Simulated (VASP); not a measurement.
# C (R-3m) in VASP: a series of runs, part 2 of 2

VASP 6.6.1. The steps go on from the part before.

## Step 4: Single point, r2SCAN (strain -0.050 along x and y, +0.025 along z)

Contents of POSCAR:

```
C
1.0
    1.1666250292      0.6735512746      3.4306861104
   -1.1666250292      0.6735512746      3.4306861104
    0.0000000000     -1.3471025493      3.4306861104
C
2
Direct
    0.1640000000      0.1640000000      0.1640000000
    0.8360000000      0.8360000000      0.8360000000
```

Contents of INCAR.step1:

```
SYSTEM = C
PREC = Accurate
ENCUT = 520
ISMEAR = 0
SIGMA = 0.05
LREAL = .False.
LASPH = .True.
NELM = 80
NBANDS = 11
GGA = PE
ALGO = Normal
EDIFF = 1E-4
LWAVE = .True.
LCHARG = .False.
```

Contents of INCAR.step2:

```
SYSTEM = C
PREC = Accurate
ENCUT = 520
EDIFF = 1E-7
ISMEAR = 0
SIGMA = 0.05
LREAL = .False.
LASPH = .True.
NELM = 80
ALGO = Normal
ISIF = 2
LWAVE = .False.
LCHARG = .False.
METAGGA = R2SCAN
LMIXTAU = .True.
NBANDS = 11
ISTART = 1
```

Contents of KPOINTS:

```
regular mesh
0
Gamma
  12 12 12
  0 0 0
```

Potentials or basis: VASP PAW PBE potentials, release 64 (C).

Started as:

```bash
$ cat potpaw_PBE.64/C/POTCAR > POTCAR
$ cp INCAR.step1 INCAR
$ mpirun -np 1 vasp_std > vasp.out
$ cp INCAR.step2 INCAR
$ mpirun -np 1 vasp_std > vasp.out
```

OUTCAR:

```text
SYSTEM = C
   PREC = Accurate
   ENCUT = 520
   EDIFF = 1E-7
   ISMEAR = 0
   LREAL = .False.
   LASPH = .True.
   NELM = 80
   ISIF = 2
   METAGGA = R2SCAN
   ISTART = 1

 ion  position               nearest neighbor table
   1  0.164  0.164  0.164-   2 1.35   2 1.35   2 1.35
   2  0.836  0.836  0.836-   1 1.35   1 1.35   1 1.35

  LATTYP: Found a trigonal (rhomboedric) cell.
 ALAT       =     3.6856875161
 COS(alpha) =     0.7996194558

  Lattice vectors:

 A1 = (   1.1666250292,   0.6735512746,   3.4306861104)
 A2 = (  -1.1666250292,   0.6735512746,   3.4306861104)
 A3 = (   0.0000000000,  -1.3471025493,   3.4306861104)

Analysis of symmetry for initial positions (statically):
=====================================================================
 Subroutine PRICEL returns:
 Original cell was already a primitive cell.

 Routine SETGRP: Setting up the symmetry group for a
 trigonal (rhombohedral) supercell.

 Subroutine GETGRP returns: Found 12 space group operations
 (whereof 12 operations were pure point group operations)
 out of a pool of 12 trial point group operations.

The static configuration has the point symmetry D_3d.

Analysis of symmetry for dynamics (positions and initial velocities):
=====================================================================
 Subroutine PRICEL returns:
 Original cell was already a primitive cell.

 Routine SETGRP: Setting up the symmetry group for a
 trigonal (rhombohedral) supercell.

 Subroutine GETGRP returns: Found 12 space group operations
 (whereof 12 operations were pure point group operations)
 out of a pool of 12 trial point group operations.

The dynamic configuration has the point symmetry D_3d.

 Subroutine INISYM returns: Found 12 space group operations
 (whereof 12 operations are pure point group operations),
 and found     1 'primitive' translations

[... 115 lines left out ...]
  volume/ion in A,a.u.               =       8.09        54.58
  Fermi-wavevector in a.u.,A,eV,Ry     =   1.294673  2.446577 22.805789  1.676178
  Thomas-Fermi vector in A             =   2.426241
   LORBIT       =      0    0 simple, 1 ext, 2 COOP (PROOUT), +10 PAW based schemes
   METAGGA = R2SCAN    functional components
   LHFCALC =     F    Hartree Fock is set to
   AEXX    =    0.0000 exact exchange contribution
   IVDW    =     0    specifies the selected vdW correction
   LEPSILON=     F    determine dielectric tensor
   LRPA    =     F    only Hartree local field effects (RPA)
 non-spin polarized calculation
 Gauss-broadening in eV      SIGMA  =   0.05
  energy-cutoff  :      520.00
  volume of cell :       16.17
 maximum number of plane-waves:       453
   NGX = 13   NGY = 13   NGZ = 13

 number of electron       8.0000000 magnetization

 Free energy of the ion-electron system (eV)
  ---------------------------------------------------
  ext. energy  EPLUGINS =         0.00000000
  ---------------------------------------------------
  free energy    TOTEN  =       -19.43700601 eV

  energy without entropy =      -19.43700601  energy(sigma->0) =      -19.43700601

 E-fermi :   5.4433     XC(G=0): -11.3282

 val. band max:        5.1338772502   @ k =  -0.3333   0.3333   0.0000
 cond. band min:       5.7805148418   @ k =  -0.3333   0.3333   0.0000
 fundamental gap:      0.6466375916
 Fermi energy:         5.4433179861

 k-point     1 :       0.0000    0.0000    0.0000
  band No.  band energies     occupation
      1     -16.8165      2.00000
      2      -2.8972      2.00000
      3       2.3768      2.00000
      4       2.3768      2.00000
      5       8.9619      0.00000
      6      15.2743      0.00000
      7      15.2743      0.00000
      8      20.0397      0.00000
      9      22.6808      0.00000
     10      31.7702      0.00000
     11      32.2263      0.00000
[... 309 lines left out ...]
 k-point    24 :      -0.4167    0.1667    0.0000
  band No.  band energies     occupation
      1      -9.9606      2.00000
      2      -9.1993      2.00000
      3      -3.8622      2.00000
      4       3.6078      2.00000
      5       7.2143      0.00000
      6      17.9088      0.00000
      7      18.0327      0.00000
      8      18.6815      0.00000
      9      22.0832      0.00000
     10      28.5254      0.00000
     11      31.5025      0.00000

 [... further k-points ...]
[... 5 lines left out ...]
  --------------------------------------------------------------------------------------
  -------------------------------------------------------------------------------------
  Total        8.1830902      8.1830902     -0.0549590      0.0000000      0.0000000      0.0000000
  in kB      810.5759842    810.5759842     -5.4439587      0.0000000      0.0000000      0.0000000
  external PRESSURE =     538.5693365 kB  Pullay stress =       0.0000000 kB

 VOLUME and BASIS-vectors are now :
 -----------------------------------------------------------------------------
  energy-cutoff  :      520.00
  volume of cell :       16.17
      direct lattice vectors                 reciprocal lattice vectors
     1.166625029  0.673551275  3.430686110     0.428586725  0.247444661  0.097162294
    -1.166625029  0.673551275  3.430686110    -0.428586725  0.247444661  0.097162294
     0.000000000 -1.347102549  3.430686110     0.000000000 -0.494889322  0.097162294

 POSITION                                       TOTAL-FORCE (eV/Angst)
 -----------------------------------------------------------------------------------
      0.00000     -0.00000      1.68790         0.000000     -0.000000      0.874160
      0.00000     -0.00000      8.60416         0.000000      0.000000     -0.874160
 -----------------------------------------------------------------------------------
    total drift:                                0.000000     -0.000000      0.000000

  FREE ENERGIE OF THE ION-ELECTRON SYSTEM (eV)
  ---------------------------------------------------
  free  energy   TOTEN  =       -19.4370060110 eV

  energy  without entropy=      -19.4370060110  energy(sigma->0) =      -19.43700601
```

Run time: 98 s. Hardware: 1 thread of Intel Xeon 6975P-C (Granite Rapids), shared host; peak memory 0.17 GiB.

Results:

```yaml
Free_energy: -19.4370 eV
Pressure: 53.9 GPa
Largest_force: 0.874 eV/Å
```

Forces on the atoms (eV/Å):
```
C    0.000  0.000  0.874
C    0.000  0.000 -0.874
```

Caveat: the cell differs from its parent crystal (strain -0.050 along x and y, +0.025 along z); the stress differs along the axes, from -1 to 81 GPa; the PAW data sets were made with another functional, which shifts forces and pressure a little.

## Step 5: Single point, r2SCAN (strain -0.025 along x and y, -0.025 along z)

Contents of POSCAR:

```
C
1.0
    1.1973256878      0.6912763082      3.2633355684
   -1.1973256878      0.6912763082      3.2633355684
    0.0000000000     -1.3825526163      3.2633355684
C
2
Direct
    0.1640000000      0.1640000000      0.1640000000
    0.8360000000      0.8360000000      0.8360000000
```

Contents of INCAR.step1:

```
ALGO = Normal ; EDIFF = 1E-4
ENCUT = 520 ; GGA = PE
ISMEAR = 0 ; LASPH = True
LCHARG = False ; LREAL = False
LWAVE = True ; NBANDS = 11
NELM = 100 ; PREC = Accurate
SIGMA = 0.05
```

Contents of INCAR.step2:

```
ALGO = Normal ; EDIFF = 1E-7
ENCUT = 520 ; ISIF = 2
ISMEAR = 0 ; ISTART = 1
LASPH = True ; LCHARG = False
LMIXTAU = True ; LREAL = False
LWAVE = False ; METAGGA = R2SCAN
NBANDS = 11 ; NELM = 100
PREC = Accurate ; SIGMA = 0.05
```

Contents of KPOINTS:

```
k-points
0
Gamma
  12 12 12
```

Potentials or basis: VASP PAW PBE potentials, release 64 (C).

Started as:

```bash
$ cat potpaw_PBE.64/C/POTCAR > POTCAR
$ cp INCAR.step1 INCAR
$ mpirun -np 1 vasp_std > vasp.out
$ cp INCAR.step2 INCAR
$ mpirun -np 1 vasp_std > vasp.out
```

OUTCAR:

```text
EDIFF = 1E-7
   ENCUT = 520
   ISIF = 2
   ISMEAR = 0
   ISTART = 1
   LASPH = True
   LREAL = False
   METAGGA = R2SCAN
   NELM = 100
   PREC = Accurate

 ion  position               nearest neighbor table
   1  0.164  0.164  0.164-   2 1.38   2 1.38   2 1.38
   2  0.836  0.836  0.836-   1 1.38   1 1.38   1 1.38

  LATTYP: Found a trigonal (rhomboedric) cell.
 ALAT       =     3.5441234133
 COS(alpha) =     0.7717362630

  Lattice vectors:

 A1 = (   1.1973256878,   0.6912763082,   3.2633355684)
 A2 = (  -1.1973256878,   0.6912763082,   3.2633355684)
 A3 = (   0.0000000000,  -1.3825526163,   3.2633355684)

Analysis of symmetry for initial positions (statically):
=====================================================================
 Subroutine PRICEL returns:
 Original cell was already a primitive cell.

 Routine SETGRP: Setting up the symmetry group for a
 trigonal (rhombohedral) supercell.

 Subroutine GETGRP returns: Found 12 space group operations
 (whereof 12 operations were pure point group operations)
 out of a pool of 12 trial point group operations.

The static configuration has the point symmetry D_3d.

[... 164 lines left out ...]
 fundamental gap:      0.8832867356
 Fermi energy:         5.1980317142

 k-point     1 :       0.0000    0.0000    0.0000
  band No.  band energies     occupation
      1     -16.2231      2.00000
      2      -2.0062      2.00000
      3       2.3016      2.00000
      4       2.3016      2.00000
      5       9.7426      0.00000
      6      14.7027      0.00000
      7      14.7027      0.00000
      8      18.8566      0.00000
      9      20.6744      0.00000
     10      30.6428      0.00000
     11      33.9288      0.00000
[... 309 lines left out ...]
 k-point    24 :      -0.4167    0.1667    0.0000
  band No.  band energies     occupation
      1      -9.7425      2.00000
      2      -8.7298      2.00000
      3      -3.5575      2.00000
      4       3.7984      2.00000
      5       7.1469      0.00000
      6      17.0929      0.00000
      7      17.8242      0.00000
      8      18.7122      0.00000
      9      22.3506      0.00000
     10      27.2892      0.00000
     11      31.0283      0.00000

 [... further k-points ...]
[... 5 lines left out ...]
  --------------------------------------------------------------------------------------
  -------------------------------------------------------------------------------------
  Total        3.8471587      3.8471587      0.1879343      0.0000000      0.0000000      0.0000000
  in kB      380.3415133    380.3415133     18.5797423      0.0000000      0.0000000      0.0000000
  external PRESSURE =     259.7542563 kB  Pullay stress =       0.0000000 kB

 VOLUME and BASIS-vectors are now :
 -----------------------------------------------------------------------------
  energy-cutoff  :      520.00
  volume of cell :       16.21
      direct lattice vectors                 reciprocal lattice vectors
     1.197325688  0.691276308  3.263335568     0.417597321  0.241099926  0.102144976
    -1.197325688  0.691276308  3.263335568    -0.417597321  0.241099926  0.102144976
     0.000000000 -1.382552616  3.263335568     0.000000000 -0.482199852  0.102144976

 POSITION                                       TOTAL-FORCE (eV/Angst)
 -----------------------------------------------------------------------------------
      0.00000      0.00000      1.60556         0.000000      0.000000      0.857273
      0.00000      0.00000      8.18445         0.000000     -0.000000     -0.857273
 -----------------------------------------------------------------------------------
    total drift:                                0.000000     -0.000000      0.000000

  FREE ENERGIE OF THE ION-ELECTRON SYSTEM (eV)
  ---------------------------------------------------
  free  energy   TOTEN  =       -19.7448294756 eV

  energy  without entropy=      -19.7448294756  energy(sigma->0) =      -19.74482948
```

OSZICAR.step1:

```text
N       E                     dE             d eps       ncg     rms          rms(c)
DAV:   1     0.616205293711E+01    0.61621E+01   -0.46658E+03  4270   0.673E+02
DAV:   2    -0.192188270911E+02   -0.25381E+02   -0.23694E+02  5432   0.134E+02
DAV:   3    -0.197735954326E+02   -0.55477E+00   -0.55370E+00  5223   0.166E+01
DAV:   4    -0.197752830193E+02   -0.16876E-02   -0.16875E-02  4846   0.113E+00
DAV:   5    -0.197752889333E+02   -0.59139E-05   -0.59137E-05  5248   0.620E-02    0.703E+00
DAV:   6    -0.186188965349E+02    0.11564E+01   -0.98354E-01  4830   0.586E+00    0.410E+00
DAV:   7    -0.182576642485E+02    0.36123E+00   -0.10901E+00  4944   0.622E+00    0.122E+00
DAV:   8    -0.182620171257E+02   -0.43529E-02   -0.25174E-02  4641   0.102E+00    0.140E-01
DAV:   9    -0.182617493326E+02    0.26779E-03   -0.73087E-04  5017   0.171E-01    0.613E-02
DAV:  10    -0.182618248960E+02   -0.75563E-04   -0.15033E-04  4745   0.871E-02
   1 F= -.18261825E+02 E0= -.18261825E+02  d E =-.277100E-11
```

It took 88 s on 1 thread of Intel Xeon 6975P-C (Granite Rapids), shared host; peak memory 0.16 GiB.

Results:

```
Free energy   : -19.7448 eV
Pressure      : 26.0 GPa
Largest force : 0.857 eV/Å
```

Forces on the atoms (eV/Å):
```
C    0.000  0.000  0.857
C    0.000  0.000 -0.857
```

Caveat: the cell differs from its parent crystal (strain -0.025 along x and y, -0.025 along z); the stress differs along the axes, from 2 to 38 GPa; the PAW data sets were made with another functional, which shifts forces and pressure a little.

## Step 6: Overview

| cell | pressure (GPa) | largest force (eV/Å) |
| --- | --- | --- |
| a = 3.608 Å, angles 37.7°, 2 atoms | 55.4 | 0.85 |
| a = 3.467 Å, angles 40.4°, 2 atoms | 27.1 | 0.83 |
| a = 3.686 Å, angles 36.9°, 2 atoms | 53.9 | 0.87 |
| a = 3.544 Å, angles 39.5°, 2 atoms | 26.0 | 0.86 |

Alike in all rows: task single point; level r2SCAN; potentials or basis VASP PAW PBE potentials, release 64 (C); no spin polarisation; k mesh 12 × 12 × 12; cutoff (eV) 520; smearing gaussian 0.05 eV.

Caveats: the PAW data sets were made with another functional, which shifts forces and pressure a little; the stress differs along the axes, from 0 to 83 GPa (at least some runs); the stress differs along the axes, from 4 to 39 GPa (at least some runs); the stress differs along the axes, from -1 to 81 GPa (at least some runs); the stress differs along the axes, from 2 to 38 GPa (at least some runs).

Absolute energies hang on the potentials; compare differences alone.
